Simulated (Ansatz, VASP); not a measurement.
**CdTeS4 in VASP and in Ansatz**

```
Cd Te S
1.0
    -3.00574    3.00574    3.73396
     3.00574   -3.00574    3.73396
     3.00574    3.00574   -3.73396
Cd Te S
1 1 4
Direct
  0.00000 0.00000 0.00000
  0.50000 0.50000 0.00000
  0.50000 0.50000 0.50000
  0.00000 0.00000 0.50000
  0.50000 0.00000 0.00000
  0.00000 0.50000 0.00000
```

Alike in both runs: functional PBE; k mesh 10 × 10 × 10; occupations gaussian, width 0.1 eV; no spin polarisation.

Ansatz relaxed the structure, and its values are those at the end. VASP's run is a single point on that final structure, the one shown.

```csv
,VASP,Ansatz
version,VASP 6.6.1,Ansatz 0.2.0
potentials or method,"VASP PAW PBE potentials, release 64 (Cd, Te, S), cutoff 520 eV","scalar-relativistic, plane waves, PAW"
valence electrons in the cell,42,60
```

|  | VASP | Ansatz | Ansatz less VASP |
| --- | --- | --- | --- |
| gap on the k mesh at the Fermi level (eV) | none | none | - |
| pressure (GPa) | 0.0 | 0.0 | -0.02 |

A gap of «none» marks a metal or a gap that the smearing closes. VASP's potentials hold 42 valence electrons a cell and Ansatz's 60, so a difference there can come from the potentials and not from the codes.

Spin-orbit coupling is off throughout.
